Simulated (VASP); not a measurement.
# GaN (P6_3mc) in VASP: further runs

Runs on GaN. Level: PBE. Tasks: single point.

Everything below comes from runs of VASP 6.6.1. Logs are shortened: lines on timing, memory, paths and dates and some standing lists are left out, and cuts for length are marked.

**1. The cell of the first run**

Symmetry: P6_3mc, No. 186, hexagonal system. Conventional cell: a = 3.189 Å, b = 3.189 Å, c = 5.185 Å, α = 90.00°, β = 90.00°, γ = 120.00°. Within 2.6 Å of Ga (site symmetry 3m) lie 4 N at 1.95 Å. Within 2.6 Å of N (site symmetry 3m) lie 4 Ga at 1.95 Å.

**2. Single point, PBE**

INCAR reads:

```
SYSTEM = GaN
  PREC = Accurate
  ENCUT = 520
  EDIFF = 1E-6
  ISMEAR = 0
  SIGMA = 0.05
  LREAL = .False.
  LASPH = .True.
  NELM = 100
  ALGO = Normal
  ISIF = 2
  LWAVE = .False.
  LCHARG = .True.
  GGA = PE
  LELF = .True.
  LVHAR = .True.
  NBANDS = 26
```

KPOINTS reads:

```
regular mesh
0
Gamma
  8 8 5
  0 0 0
```

POSCAR reads:

```
GaN
1.0
    3.1889999985      0.0000000000      0.0000000000
   -1.5944999992      2.7617550113      0.0000000000
    0.0000000000      0.0000000000      5.1850000000
Ga N
2 2
Direct
    0.3333333333      0.6666666667      0.0000000000
    0.6666666667      0.3333333333      0.5000000000
    0.3333333333      0.6666666667      0.3770000000
    0.6666666667      0.3333333333      0.8770000000
```

Potentials or basis: VASP PAW PBE potentials, release 64 (Ga_d, N).

Launch:

```bash
$ cat potpaw_PBE.64/Ga_d/POTCAR potpaw_PBE.64/N/POTCAR > POTCAR
$ mpirun -np 1 vasp_std > vasp.out
```

OUTCAR:

```text
SYSTEM = GaN
   PREC = Accurate
   ENCUT = 520
   EDIFF = 1E-6
   ISMEAR = 0
   LREAL = .False.
   LASPH = .True.
   NELM = 100
   ISIF = 2
   GGA = PE

 ion  position               nearest neighbor table
   1  0.333  0.667  0.000-   4 1.95   4 1.95   4 1.95   3 1.95
   2  0.667  0.333  0.500-   3 1.95   3 1.95   3 1.95   4 1.95
   3  0.333  0.667  0.377-   2 1.95   2 1.95   2 1.95   1 1.95
   4  0.667  0.333  0.877-   1 1.95   1 1.95   1 1.95   2 1.95

  LATTYP: Found a hexagonal cell.
 ALAT       =     3.1889999985
 C/A-ratio  =     1.6259015373

  Lattice vectors:

 A1 = (   3.1889999985,   0.0000000000,   0.0000000000)
 A2 = (  -1.5944999992,   2.7617550113,   0.0000000000)
 A3 = (   0.0000000000,   0.0000000000,   5.1850000000)

Analysis of symmetry for initial positions (statically):
=====================================================================
 Subroutine PRICEL returns:
 Original cell was already a primitive cell.

 Routine SETGRP: Setting up the symmetry group for a
 hexagonal supercell.

 Subroutine GETGRP returns: Found 12 space group operations
 (whereof  6 operations were pure point group operations)
 out of a pool of 24 trial point group operations.

The static configuration has the point symmetry C_3v.
 The point group associated with its full space group is C_6v.

Analysis of symmetry for dynamics (positions and initial velocities):
=====================================================================
 Subroutine PRICEL returns:
 Original cell was already a primitive cell.

 Routine SETGRP: Setting up the symmetry group for a
 hexagonal supercell.

 Subroutine GETGRP returns: Found 12 space group operations
 (whereof  6 operations were pure point group operations)
 out of a pool of 24 trial point group operations.

The dynamic configuration has the point symmetry C_3v.
 The point group associated with its full space group is C_6v.

 Subroutine INISYM returns: Found 12 space group operations
 (whereof  6 operations are pure point group operations),
 and found     1 'primitive' translations

----------------------------------------------------------------------------------------

                                     Primitive cell

  volume of cell :      45.6655

  direct lattice vectors                    reciprocal lattice vectors
     3.188999998  0.000000000  0.000000000     0.313577924  0.181044299  0.000000000
    -1.594499999  2.761755011  0.000000000     0.000000000  0.362088598  0.000000000
     0.000000000  0.000000000  5.185000000     0.000000000  0.000000000  0.192864031

  length of vectors
     3.188999998  3.188999998  5.185000000     0.362088598  0.362088598  0.192864031

  position of ions in fractional coordinates (direct lattice)
     0.333333333  0.666666667  0.000000000
     0.666666667  0.333333333  0.500000000
     0.333333333  0.666666667  0.377000000
     0.666666667  0.333333333  0.877000000

  ion indices of the primitive-cell ions
   primitive index   ion index
                 1           1
                 2           2
                 3           3
                 4           4

----------------------------------------------------------------------------------------

 KPOINTS: regular mesh

Automatic generation of k-mesh.
 Grid dimensions read from file:
 generate k-points for:    8    8    5

 Generating k-lattice:

  Cartesian coordinates                     Fractional coordinates (reciprocal lattice)
     0.039197241  0.022630537  0.000000000     0.125000000 -0.000000000  0.000000000
     0.000000000  0.045261075  0.000000000     0.000000000  0.125000000  0.000000000
     0.000000000  0.000000000  0.038572806     0.000000000  0.000000000  0.200000000

  Length of vectors
     0.045261075  0.045261075  0.038572806

  Shift w.r.t. Gamma in fractional coordinates (k-lattice)
     0.000000000  0.000000000  0.000000000

 Subroutine IBZKPT returns following result:
 ===========================================

 Found     30 irreducible k-points:

 Following reciprocal coordinates:
            Coordinates               Weight
  0.000000  0.000000  0.000000      1.000000
  0.125000  0.000000  0.000000      6.000000
  0.250000  0.000000  0.000000      6.000000
  0.375000  0.000000  0.000000      6.000000
  0.500000  0.000000  0.000000      3.000000
  0.125000  0.125000  0.000000      6.000000
[... 16 lines left out ...]
  0.250000  0.000000  0.400000     12.000000
  0.375000  0.000000  0.400000     12.000000
 [... further k-points ...]
   k-points           NKPTS =     30   k-points in BZ     NKDIM =     30   number of bands    NBANDS=     26
   number of dos      NEDOS =    301   number of ions     NIONS =      4
   total plane-waves  NPLWV =  23040
   dimension x,y,z NGX =    24 NGY =   24 NGZ =   40
   dimension x,y,z NGXF=    48 NGYF=   48 NGZF=   80
   ions per type =               2   2
   NGX,Y,Z   is equivalent  to a cutoff of  12.51, 12.51, 12.83 a.u.
   NGXF,Y,Z  is equivalent  to a cutoff of  25.02, 25.02, 25.65 a.u.
 SYSTEM =  GaN
   PREC   = accura    normal or accurate (medium, high low for compatibility)
   ISTART =      0    job   : 0-new  1-cont  2-samecut
   ICHARG =      2    charge: 1-file 2-atom 10-const
   ISPIN  =      1    spin polarized calculation?
   LNONCOLLINEAR =      F non collinear calculations
   LSORBIT =      F    spin-orbit coupling
   LASPH  =      T    aspherical Exc in radial PAW
   ENCUT  =  520.0 eV  38.22 Ry    6.18 a.u.   5.93  5.93  9.64*2*pi/ulx,y,z
   NELM   =    100;   NELMIN=  2; NELMDL= -5     # of ELM steps
   EDIFF  = 0.1E-05   stopping-criterion for ELM
   LREAL  =      F    real-space projection
   EDIFFG = 0.1E-04   stopping-criterion for IOM
   NSW    =      0    number of steps for IOM
   IBRION =     -1    ionic relax: 0-MD 1-quasi-New 2-CG
   NFREE  =      0    steps in history (QN), initial steepest desc. (CG)
   ISIF   =      2    stress and relaxation
   ISYM   =      2    0-nonsym 1-usesym 2-fastsym
   POTIM  = 0.5000    time-step for ionic-motion
   TEBEG  =    0.0;   TEEND  =   0.0 temperature during run
   PSTRESS=    0.0 pullay stress
   NELECT =      36.0000    total number of electrons
   NUPDOWN=      -1.0000    fix difference up-down
   EMIN   =  10.00;   EMAX   =-10.00  energy-range for DOS
   EFERMI =   0.00;   METHOD = LEGACY
   ISMEAR =     0;   SIGMA  =   0.05  broadening in eV -4-tet -1-fermi 0-gaus
   EFERMI_NEDOS =   21; number of points for ismear=-14 and -15
   IALGO  =     38    algorithm
   IMIX   =      4    mixing-type and parameters
     AMIX     =   0.40;   BMIX     =  1.00
     AMIX_MAG =   1.60;   BMIX_MAG =  1.00
  volume/ion in A,a.u.               =      11.42        77.04
  Fermi-wavevector in a.u.,A,eV,Ry     =   1.512329  2.857887 31.118402  2.287138
  Thomas-Fermi vector in A             =   2.622267
   LORBIT       =      0    0 simple, 1 ext, 2 COOP (PROOUT), +10 PAW based schemes
   GGA     = PE    functional components
   LHFCALC =     F    Hartree Fock is set to
   AEXX    =    0.0000 exact exchange contribution
   IVDW    =     0    specifies the selected vdW correction
   LEPSILON=     F    determine dielectric tensor
   LRPA    =     F    only Hartree local field effects (RPA)
 non-spin polarized calculation
 Gauss-broadening in eV      SIGMA  =   0.05
  energy-cutoff  :      520.00
  volume of cell :       45.67
 maximum number of plane-waves:      1248
 NGX is ok and might be reduce to    24
   NGX = 11   NGY = 11   NGZ = 19

 number of electron      35.9999985 magnetization

 Free energy of the ion-electron system (eV)
  ---------------------------------------------------
  ext. energy  EPLUGINS =         0.00000000
  ---------------------------------------------------
  free energy    TOTEN  =       -24.30335571 eV

  energy without entropy =      -24.30335571  energy(sigma->0) =      -24.30335571

 E-fermi :   5.5274     XC(G=0): -11.6718

 val. band max:        5.3207188176   @ k =   0.0000   0.0000   0.0000
 cond. band min:       7.2415913579   @ k =   0.0000   0.0000   0.0000
 fundamental gap:      1.9208725404
 Fermi energy:         5.5274483323

 k-point     1 :       0.0000    0.0000    0.0000
  band No.  band energies     occupation
      1     -10.6593      2.00000
      2      -9.7365      2.00000
      3      -8.1139      2.00000
      4      -8.0991      2.00000
      5      -8.0991      2.00000
      6      -8.0375      2.00000
[... 18 lines left out ...]
     25      17.0222      0.00000
     26      17.0222      0.00000

 k-point     2 :       0.1250    0.0000    0.0000
  band No.  band energies     occupation
      1     -10.5095      2.00000
      2      -9.6988      2.00000
      3      -8.0974      2.00000
      4      -8.0778      2.00000
      5      -8.0503      2.00000
      6      -8.0179      2.00000
[... 18 lines left out ...]
     25      16.5922      0.00000
     26      17.3450      0.00000

 k-point     3 :       0.2500    0.0000    0.0000
  band No.  band energies     occupation
      1     -10.1572      2.00000
      2      -9.6266      2.00000
      3      -8.0589      2.00000
      4      -8.0402      2.00000
      5      -7.9752      2.00000
      6      -7.9355      2.00000
[... 18 lines left out ...]
     25      16.7545      0.00000
     26      18.0193      0.00000

 k-point     4 :       0.3750    0.0000    0.0000
  band No.  band energies     occupation
      1      -9.8513      2.00000
      2      -9.5805      2.00000
      3      -8.0457      2.00000
      4      -8.0258      2.00000
      5      -7.9382      2.00000
      6      -7.8821      2.00000
[... 18 lines left out ...]
     25      17.2149      0.00000
     26      18.5917      0.00000
[... 496 lines left out ...]
      1     -10.1405      2.00000
      2      -9.8785      2.00000
      3      -8.0725      2.00000
      4      -8.0614      2.00000
      5      -8.0521      2.00000
      6      -8.0395      2.00000
[... 18 lines left out ...]
     25      15.8980      0.00000
     26      16.4052      0.00000

 k-point    23 :       0.2500    0.0000    0.4000
  band No.  band energies     occupation
      1      -9.8916      2.00000
      2      -9.7253      2.00000
      3      -8.0475      2.00000
      4      -8.0208      2.00000
      5      -8.0061      2.00000
      6      -7.9736      2.00000
[... 18 lines left out ...]
     25      16.6368      0.00000
     26      17.2336      0.00000

 k-point    24 :       0.3750    0.0000    0.4000
  band No.  band energies     occupation
      1      -9.6995      2.00000
      2      -9.6163      2.00000
      3      -8.0544      2.00000
      4      -8.0203      2.00000
      5      -7.9673      2.00000
      6      -7.9167      2.00000
[... 18 lines left out ...]
     25      16.9665      0.00000
     26      17.8976      0.00000

 [... further k-points ...]

------------------------ aborting loop because EDIFF is reached ----------------------------------------

  FORCE on cell =-STRESS in cart. coord.  units (eV):
  Direction    XX          YY          ZZ          XY          YZ          ZX
  --------------------------------------------------------------------------------------
  -------------------------------------------------------------------------------------
  Total        1.5137457      1.5137457      1.6833692      0.0000000      0.0000000      0.0000000
  in kB       53.1098515     53.1098515     59.0610991      0.0000000      0.0000000      0.0000000
  external PRESSURE =      55.0936007 kB  Pullay stress =       0.0000000 kB

 VOLUME and BASIS-vectors are now :
 -----------------------------------------------------------------------------
  energy-cutoff  :      520.00
  volume of cell :       45.67
      direct lattice vectors                 reciprocal lattice vectors
     3.188999998  0.000000000  0.000000000     0.313577924  0.181044299  0.000000000
    -1.594499999  2.761755011  0.000000000     0.000000000  0.362088598  0.000000000
     0.000000000  0.000000000  5.185000000     0.000000000  0.000000000  0.192864031

 POSITION                                       TOTAL-FORCE (eV/Angst)
 -----------------------------------------------------------------------------------
     -0.00000      1.84117      0.00000         0.000000      0.000000      0.001270
      1.59450      0.92059      2.59250        -0.000000      0.000000      0.001270
     -0.00000      1.84117      1.95475         0.000000     -0.000000     -0.001270
      1.59450      0.92059      4.54725        -0.000000      0.000000     -0.001270
 -----------------------------------------------------------------------------------
    total drift:                               -0.000001     -0.000001     -0.000362

  FREE ENERGIE OF THE ION-ELECTRON SYSTEM (eV)
  ---------------------------------------------------
  free  energy   TOTEN  =       -24.3033557067 eV

  energy  without entropy=      -24.3033557067  energy(sigma->0) =      -24.30335571
```

Wall time 20 s (1 thread of Intel Xeon Platinum 8488C (Sapphire Rapids), shared host); peak memory 0.17 GiB.

Results:

```yaml
Free_energy: -24.3034 eV
Pressure: 5.5 GPa
Band_gap_on_the_k_mesh: 1.92 eV
```

Levels at points of the mesh, in eV from the valence-band top:
```
           k point  band 16  band 17  band 18  band 19  band 20  band 21
(0.00, 0.00, 0.00)    -0.03     0.00     0.00     1.92     4.24     9.21
(0.50, 0.00, 0.00)    -2.74    -2.19    -1.00     5.06     5.57     6.07
```

Caveat: the cell stands under pressure.

**3. Single point, PBE**

INCAR reads:

```
PREC = Accurate
ENCUT = 520
EDIFF = 1E-6
ISMEAR = 0
SIGMA = 0.03
LREAL = F
LASPH = T
NELM = 80
ALGO = Normal
ISIF = 2
LWAVE = F
LCHARG = F
GGA = PE
NBANDS = 26
```

KPOINTS reads:

```
Automatic mesh
0
Gamma
  8 8 5
```

POSCAR is that of step 2.

Potentials or basis: VASP PAW PBE potentials, release 64 (Ga_d, N).

Launch:

```bash
$ cat potpaw_PBE.64/Ga_d/POTCAR potpaw_PBE.64/N/POTCAR > POTCAR
$ mpirun -np 1 vasp_std > vasp.out
```

OUTCAR:

```text
PREC = Accurate
   ENCUT = 520
   EDIFF = 1E-6
   ISMEAR = 0
   LREAL = F
   LASPH = T
   NELM = 80
   ISIF = 2
   GGA = PE

 ion  position               nearest neighbor table
   1  0.333  0.667  0.000-   4 1.95   4 1.95   4 1.95   3 1.95
   2  0.667  0.333  0.500-   3 1.95   3 1.95   3 1.95   4 1.95
   3  0.333  0.667  0.377-   2 1.95   2 1.95   2 1.95   1 1.95
   4  0.667  0.333  0.877-   1 1.95   1 1.95   1 1.95   2 1.95

  LATTYP: Found a hexagonal cell.
 ALAT       =     3.1889999985
 C/A-ratio  =     1.6259015373

  Lattice vectors:

 A1 = (   3.1889999985,   0.0000000000,   0.0000000000)
 A2 = (  -1.5944999992,   2.7617550113,   0.0000000000)
 A3 = (   0.0000000000,   0.0000000000,   5.1850000000)

Analysis of symmetry for initial positions (statically):
=====================================================================
 Subroutine PRICEL returns:
 Original cell was already a primitive cell.

 Routine SETGRP: Setting up the symmetry group for a
 hexagonal supercell.

 Subroutine GETGRP returns: Found 12 space group operations
[... 171 lines left out ...]

 E-fermi :   5.5274     XC(G=0): -11.6718

 val. band max:        5.3207188176   @ k =   0.0000   0.0000   0.0000
 cond. band min:       7.2415913580   @ k =   0.0000   0.0000   0.0000
 fundamental gap:      1.9208725404
 Fermi energy:         5.5274483323

 k-point     1 :       0.0000    0.0000    0.0000
  band No.  band energies     occupation
      1     -10.6593      2.00000
      2      -9.7365      2.00000
      3      -8.1139      2.00000
      4      -8.0991      2.00000
      5      -8.0991      2.00000
      6      -8.0375      2.00000
[... 685 lines left out ...]
     25      16.9665      0.00000
     26      17.8976      0.00000

 [... further k-points ...]

------------------------ aborting loop because EDIFF is reached ----------------------------------------

  FORCE on cell =-STRESS in cart. coord.  units (eV):
  Direction    XX          YY          ZZ          XY          YZ          ZX
  --------------------------------------------------------------------------------------
  -------------------------------------------------------------------------------------
  Total        1.5137458      1.5137458      1.6833692      0.0000000      0.0000000      0.0000000
  in kB       53.1098523     53.1098523     59.0610996      0.0000000      0.0000000      0.0000000
  external PRESSURE =      55.0936014 kB  Pullay stress =       0.0000000 kB

 VOLUME and BASIS-vectors are now :
 -----------------------------------------------------------------------------
  energy-cutoff  :      520.00
  volume of cell :       45.67
      direct lattice vectors                 reciprocal lattice vectors
     3.188999998  0.000000000  0.000000000     0.313577924  0.181044299  0.000000000
    -1.594499999  2.761755011  0.000000000     0.000000000  0.362088598  0.000000000
     0.000000000  0.000000000  5.185000000     0.000000000  0.000000000  0.192864031

 POSITION                                       TOTAL-FORCE (eV/Angst)
 -----------------------------------------------------------------------------------
     -0.00000      1.84117      0.00000        -0.000000      0.000000      0.001270
      1.59450      0.92059      2.59250         0.000000      0.000000      0.001270
     -0.00000      1.84117      1.95475        -0.000000     -0.000000     -0.001270
      1.59450      0.92059      4.54725        -0.000000      0.000000     -0.001270
 -----------------------------------------------------------------------------------
    total drift:                               -0.000001     -0.000001     -0.000362

  FREE ENERGIE OF THE ION-ELECTRON SYSTEM (eV)
  ---------------------------------------------------
  free  energy   TOTEN  =       -24.3033557064 eV

  energy  without entropy=      -24.3033557064  energy(sigma->0) =      -24.30335571
```

OSZICAR:

```text
N       E                     dE             d eps       ncg     rms          rms(c)
DAV:   1     0.281041998712E+03    0.28104E+03   -0.17597E+04  1720   0.258E+03
DAV:   2     0.823523881681E+01   -0.27281E+03   -0.25575E+03  1696   0.497E+02
DAV:   3    -0.270620384302E+02   -0.35297E+02   -0.34829E+02  1840   0.144E+02
DAV:   4    -0.282971215244E+02   -0.12351E+01   -0.12291E+01  1868   0.288E+01
DAV:   5    -0.283228161765E+02   -0.25695E-01   -0.25673E-01  1904   0.404E+00    0.109E+01
DAV:   6    -0.242247627833E+02    0.40981E+01   -0.10052E+01  2602   0.490E+01    0.307E+00
DAV:   7    -0.243213430565E+02   -0.96580E-01   -0.14049E+00  1648   0.901E+00    0.271E+00
DAV:   8    -0.243165632809E+02    0.47798E-02   -0.14404E-01  2626   0.499E+00    0.791E-01
DAV:   9    -0.243028496384E+02    0.13714E-01   -0.44735E-02  2578   0.358E+00    0.343E-01
DAV:  10    -0.243033656391E+02   -0.51600E-03   -0.44177E-03  1622   0.408E-01    0.615E-02
DAV:  11    -0.243033554250E+02    0.10214E-04   -0.23534E-04  2820   0.264E-01    0.359E-02
DAV:  12    -0.243033553183E+02    0.10675E-06   -0.51094E-05  2102   0.708E-02    0.133E-02
DAV:  13    -0.243033557064E+02   -0.38816E-06   -0.55127E-06  2074   0.220E-02
   1 F= -.24303356E+02 E0= -.24303356E+02  d E =-.252140E-24
```

It took 20 s on 1 thread of Intel Xeon Platinum 8488C (Sapphire Rapids), shared host; peak memory 0.17 GiB.

What came out:

```yaml
Free_energy: -24.3034 eV
Pressure: 5.5 GPa
Band_gap_on_the_k_mesh: 1.92 eV
```

Stress tensor (GPa, compression positive):
```
5.31 0.00 0.00
0.00 5.31 0.00
0.00 0.00 5.91
```

Caveat: the cell stands under pressure.
